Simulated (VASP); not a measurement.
# Pt (P6_3/mmc) in VASP: further runs

Runs on Pt. Level: LDA. Tasks: single point.

Everything below comes from runs of VASP 6.6.1. Logs are shortened: lines on timing, memory, paths and dates and some standing lists are left out, and cuts for length are marked.

**1. The cell of the first run**

It takes space group P6_3/mmc (No. 194, hexagonal). Conventional cell: a = 2.825 Å, b = 2.825 Å, c = 4.878 Å, α = 90.00°, β = 90.00°, γ = 120.00°. Within 3.7 Å of Pt (site symmetry -6m2) lie 12 Pt at 2.83 to 2.93 Å.

This isn't the form of Pt at room conditions, which is fcc.

**2. Single point, LDA, collinear spin (16.86 Å³/atom)**

INCAR

```
  ALGO = Normal
  EDIFF = 1E-6
  ENCUT = 570
  GGA_COMPAT = F
  ISIF = 2
  ISMEAR = 0
  ISPIN = 2
  LASPH = T
  LCHARG = F
  LMAXMIX = 4
  LORBIT = 11
  LREAL = F
  LWAVE = F
  MAGMOM = 0.45 0.45
  NBANDS = 29
  NELM = 200
  NUPDOWN = 0.9
  PREC = Accurate
  SIGMA = 0.15
```

KPOINTS

```
k-points
0
Gamma
  21 21 10
```

POSCAR

```
Pt
1.0
    2.8250521638      0.0000000000      0.0000000000
   -1.4125260819      2.4465669409      0.0000000000
    0.0000000000      0.0000000000      4.8781199007
Pt
2
Direct
    0.6666666667      0.3333333333      0.7500000000
    0.3333333333      0.6666666667      0.2500000000
```

Potentials or basis: VASP PAW LDA potentials, release 64 (Pt_sv_GW).

On the command line:

```sh
> cat potpaw_LDA.64/Pt_sv_GW/POTCAR > POTCAR
> mpirun -np 1 vasp_std > vasp.out
```

OUTCAR:

```text
EDIFF = 1E-6
   ENCUT = 570
   ISIF = 2
   ISMEAR = 0
   ISPIN = 2
   LASPH = T
   LORBIT = 11
   LREAL = F
   NELM = 200
   NUPDOWN = 0.9
   PREC = Accurate

 ion  position               nearest neighbor table
   1  0.667  0.333  0.750-   2 2.93   2 2.93   2 2.93   2 2.93   2 2.93   2 2.93
   2  0.333  0.667  0.250-   1 2.93   1 2.93   1 2.93   1 2.93   1 2.93   1 2.93

  LATTYP: Found a hexagonal cell.
 ALAT       =     2.8250521638
 C/A-ratio  =     1.7267362222

  Lattice vectors:

 A1 = (   2.8250521638,   0.0000000000,   0.0000000000)
 A2 = (  -1.4125260819,   2.4465669409,   0.0000000000)
 A3 = (   0.0000000000,   0.0000000000,   4.8781199007)

Analysis of symmetry for initial positions (statically):
=====================================================================
 Subroutine PRICEL returns:
 Original cell was already a primitive cell.

 Routine SETGRP: Setting up the symmetry group for a
 hexagonal supercell.

 Subroutine GETGRP returns: Found 24 space group operations
 (whereof 12 operations were pure point group operations)
 out of a pool of 24 trial point group operations.

The static configuration has the point symmetry D_3d.
 The point group associated with its full space group is D_6h.

Analysis of symmetry for dynamics (positions and initial velocities):
=====================================================================
 Subroutine PRICEL returns:
 Original cell was already a primitive cell.

 Routine SETGRP: Setting up the symmetry group for a
 hexagonal supercell.

 Subroutine GETGRP returns: Found 24 space group operations
 (whereof 12 operations were pure point group operations)
 out of a pool of 24 trial point group operations.

The dynamic configuration has the point symmetry D_3d.
 The point group associated with its full space group is D_6h.

Analysis of structural, dynamic, and magnetic symmetry:
=====================================================================
 Subroutine PRICEL returns:
 Original cell was already a primitive cell.

 Routine SETGRP: Setting up the symmetry group for a
 hexagonal supercell.

 Subroutine GETGRP returns: Found 24 space group operations
 (whereof 12 operations were pure point group operations)
 out of a pool of 24 trial point group operations.

The overall configuration has the point symmetry D_3d.
 The point group associated with its full space group is D_6h.

 Subroutine INISYM returns: Found 24 space group operations
 (whereof 12 operations are pure point group operations),
 and found     1 'primitive' translations

----------------------------------------------------------------------------------------

                                     Primitive cell

  volume of cell :      33.7160

  direct lattice vectors                    reciprocal lattice vectors
     2.825052164  0.000000000  0.000000000     0.353975765  0.204368003  0.000000000
    -1.412526082  2.446566941  0.000000000     0.000000000  0.408736006  0.000000000
     0.000000000  0.000000000  4.878119901     0.000000000  0.000000000  0.204997011

  length of vectors
     2.825052164  2.825052164  4.878119901     0.408736006  0.408736006  0.204997011

  position of ions in fractional coordinates (direct lattice)
     0.666666667  0.333333333  0.750000000
     0.333333333  0.666666667  0.250000000

  ion indices of the primitive-cell ions
   primitive index   ion index
                 1           1
                 2           2

----------------------------------------------------------------------------------------

 KPOINTS: k-points

Automatic generation of k-mesh.
 Grid dimensions read from file:
 generate k-points for:   21   21   10

 Generating k-lattice:

  Cartesian coordinates                     Fractional coordinates (reciprocal lattice)
     0.016855989  0.009731810  0.000000000     0.047619048  0.000000000  0.000000000
     0.000000000  0.019463619  0.000000000     0.000000000  0.047619048  0.000000000
     0.000000000  0.000000000  0.020499701     0.000000000  0.000000000  0.100000000

  Length of vectors
     0.019463619  0.019463619  0.020499701

  Shift w.r.t. Gamma in fractional coordinates (k-lattice)
     0.000000000  0.000000000  0.000000000

 Subroutine IBZKPT returns following result:
 ===========================================

 Found    288 irreducible k-points:

 Following reciprocal coordinates:
            Coordinates               Weight
  0.000000  0.000000  0.000000      1.000000
  0.047619  0.000000  0.000000      6.000000
  0.095238  0.000000  0.000000      6.000000
  0.142857  0.000000  0.000000      6.000000
  0.190476  0.000000  0.000000      6.000000
  0.238095  0.000000  0.000000      6.000000
[... 16 lines left out ...]
  0.142857  0.095238  0.000000     12.000000
  0.190476  0.095238  0.000000     12.000000
 [... further k-points ...]
   k-points           NKPTS =    288   k-points in BZ     NKDIM =    288   number of bands    NBANDS=     29
   number of dos      NEDOS =    301   number of ions     NIONS =      2
   total plane-waves  NPLWV =  23040
   dimension x,y,z NGX =    24 NGY =   24 NGZ =   40
   dimension x,y,z NGXF=    48 NGYF=   48 NGZF=   80
   ions per type =               2
   NGX,Y,Z   is equivalent  to a cutoff of  14.12, 14.12, 13.63 a.u.
   NGXF,Y,Z  is equivalent  to a cutoff of  28.25, 28.25, 27.26 a.u.
 SYSTEM =  unknown system
   PREC   = accura    normal or accurate (medium, high low for compatibility)
   ISTART =      0    job   : 0-new  1-cont  2-samecut
   ICHARG =      2    charge: 1-file 2-atom 10-const
   ISPIN  =      2    spin polarized calculation?
   LNONCOLLINEAR =      F non collinear calculations
   LSORBIT =      F    spin-orbit coupling
   LASPH  =      T    aspherical Exc in radial PAW
   ENCUT  =  570.0 eV  41.89 Ry    6.47 a.u.   5.50  5.50  9.50*2*pi/ulx,y,z
   NELM   =    200;   NELMIN=  2; NELMDL= -5     # of ELM steps
   EDIFF  = 0.1E-05   stopping-criterion for ELM
   LREAL  =      F    real-space projection
   EDIFFG = 0.1E-04   stopping-criterion for IOM
   NSW    =      0    number of steps for IOM
   IBRION =     -1    ionic relax: 0-MD 1-quasi-New 2-CG
   NFREE  =      0    steps in history (QN), initial steepest desc. (CG)
   ISIF   =      2    stress and relaxation
   ISYM   =      2    0-nonsym 1-usesym 2-fastsym
   POTIM  = 0.5000    time-step for ionic-motion
   TEBEG  =    0.0;   TEEND  =   0.0 temperature during run
   PSTRESS=    0.0 pullay stress
   NELECT =      36.0000    total number of electrons
   NUPDOWN=       0.9000    fix difference up-down
   EMIN   =  10.00;   EMAX   =-10.00  energy-range for DOS
   EFERMI =   0.00;   METHOD = LEGACY
   ISMEAR =     0;   SIGMA  =   0.15  broadening in eV -4-tet -1-fermi 0-gaus
   EFERMI_NEDOS =   21; number of points for ismear=-14 and -15
   IALGO  =     38    algorithm
   IMIX   =      4    mixing-type and parameters
     AMIX     =   0.40;   BMIX     =  1.00
     AMIX_MAG =   1.60;   BMIX_MAG =  1.00
  volume/ion in A,a.u.               =      16.86       113.76
  Fermi-wavevector in a.u.,A,eV,Ry     =   1.673261  3.162005 38.093617  2.799802
  Thomas-Fermi vector in A             =   2.758263
   LORBIT       =     11    0 simple, 1 ext, 2 COOP (PROOUT), +10 PAW based schemes
   GGA     = CA    functional components
   LHFCALC =     F    Hartree Fock is set to
   AEXX    =    0.0000 exact exchange contribution
   IVDW    =     0    specifies the selected vdW correction
   LEPSILON=     F    determine dielectric tensor
   LRPA    =     F    only Hartree local field effects (RPA)
 spin polarized calculation
 Gauss-broadening in eV      SIGMA  =   0.15
  energy-cutoff  :      570.00
  volume of cell :       33.72
 maximum number of plane-waves:      1075
 NGX is ok and might be reduce to    24
   NGX = 11   NGY = 11   NGZ = 19

 number of electron      36.0000001 magnetization       0.9000000

 Free energy of the ion-electron system (eV)
  ---------------------------------------------------
  ext. energy  EPLUGINS =         0.00000000
  ---------------------------------------------------
  free energy    TOTEN  =       -14.14465393 eV

  energy without entropy =      -14.10557089  energy(sigma->0) =      -14.12511241

 E-fermi :   8.4411     XC(G=0): -13.6601

 val. band max:        8.6188419015   @ k =   0.2381   0.1429   0.3000
 cond. band min:       8.4438910251   @ k =   0.0952   0.0476   0.4000
 fundamental gap:     -0.1749508764
 Fermi energy:         8.6210335857

 spin component 1

 k-point     1 :       0.0000    0.0000    0.0000
  band No.  band energies     occupation
      1     -89.4801      1.00000
      2     -89.4645      1.00000
      3     -43.9510      1.00000
      4     -43.7859      1.00000
      5     -43.7859      1.00000
      6     -43.7545      1.00000
[... 21 lines left out ...]
     28      30.4690      0.00000
     29      31.8353      0.00000
[... 705 lines left out ...]
 k-point    24 :       0.1905    0.0952    0.0000
  band No.  band energies     occupation
      1     -89.4687      1.00000
      2     -89.4583      1.00000
      3     -43.9243      1.00000
      4     -43.9031      1.00000
      5     -43.8998      1.00000
      6     -43.8294      1.00000
[... 21 lines left out ...]
     28      28.6895      0.00000
     29      29.3366      0.00000

 [... further k-points ...]

 spin component 2

 k-point     1 :       0.0000    0.0000    0.0000
  band No.  band energies     occupation
      1     -89.2552      1.00000
      2     -89.2395      1.00000
      3     -43.6884      1.00000
      4     -43.5194      1.00000
      5     -43.5194      1.00000
      6     -43.4879      1.00000
[... 21 lines left out ...]
     28      30.5544      0.00000
     29      31.8920      0.00000
[... 705 lines left out ...]
 k-point    24 :       0.1905    0.0952    0.0000
  band No.  band energies     occupation
      1     -89.2437      1.00000
      2     -89.2333      1.00000
      3     -43.6586      1.00000
      4     -43.6373      1.00000
      5     -43.6368      1.00000
      6     -43.5632      1.00000
[... 21 lines left out ...]
     28      28.7932      0.00000
     29      29.4560      0.00000

 [... further k-points ...]

------------------------ aborting loop because EDIFF is reached ----------------------------------------

  FORCE on cell =-STRESS in cart. coord.  units (eV):
  Direction    XX          YY          ZZ          XY          YZ          ZX
  --------------------------------------------------------------------------------------
  -------------------------------------------------------------------------------------
  Total       -5.6243104     -5.6243104     -5.6067274      0.0000000     -0.0000000      0.0000000
  in kB     -267.2660646   -267.2660646   -266.4305240      0.0000000     -0.0000000      0.0000000
  external PRESSURE =    -266.9875511 kB  Pullay stress =       0.0000000 kB

 VOLUME and BASIS-vectors are now :
 -----------------------------------------------------------------------------
  energy-cutoff  :      570.00
  volume of cell :       33.72
      direct lattice vectors                 reciprocal lattice vectors
     2.825052164  0.000000000  0.000000000     0.353975765  0.204368003  0.000000000
    -1.412526082  2.446566941  0.000000000     0.000000000  0.408736006  0.000000000
     0.000000000  0.000000000  4.878119901     0.000000000  0.000000000  0.204997011

 POSITION                                       TOTAL-FORCE (eV/Angst)
 -----------------------------------------------------------------------------------
      1.41253      0.81552      3.65859        -0.000000      0.000000      0.000000
     -0.00000      1.63104      1.21953         0.000000      0.000000      0.000000
 -----------------------------------------------------------------------------------
    total drift:                                0.000000     -0.000000      0.000000

  FREE ENERGIE OF THE ION-ELECTRON SYSTEM (eV)
  ---------------------------------------------------
  free  energy   TOTEN  =       -14.1446539318 eV

  energy  without entropy=      -14.1055708934  energy(sigma->0) =      -14.12511241

 total charge

# of ion       s       p       d       f       tot
--------------------------------------------------
    1        4.031   6.064   7.805   0.015  17.916
    2        4.031   6.064   7.805   0.015  17.916
--------------------------------------------------
tot          8.063  12.129  15.611   0.030  35.832

 magnetization (x)

# of ion       s       p       d       f       tot
--------------------------------------------------
    1        0.021   0.001   0.457   0.000   0.479
    2        0.021   0.001   0.457   0.000   0.479
--------------------------------------------------
tot          0.041   0.002   0.913   0.001   0.957
```

It took 3.9 min on 1 thread of Intel Xeon Platinum 8488C (Sapphire Rapids), shared host; peak memory 0.5 GiB.

What came out:

```
Free energy                                           : -14.1447 eV
Pressure                                              : -26.7 GPa
Net moment                                            : 0.90 μB per cell
Site moments                                          : Pt +0.48 μB
Valence electrons inside the program's atomic spheres : Pt 17.92
```

Caveat: the cell stands under tension; spin-orbit coupling is left out, which moves the levels of the heavy elements; the total moment is fixed, so each spin has its own Fermi level and the state may be an excited one.

(Part 1 of 2 ends here.)
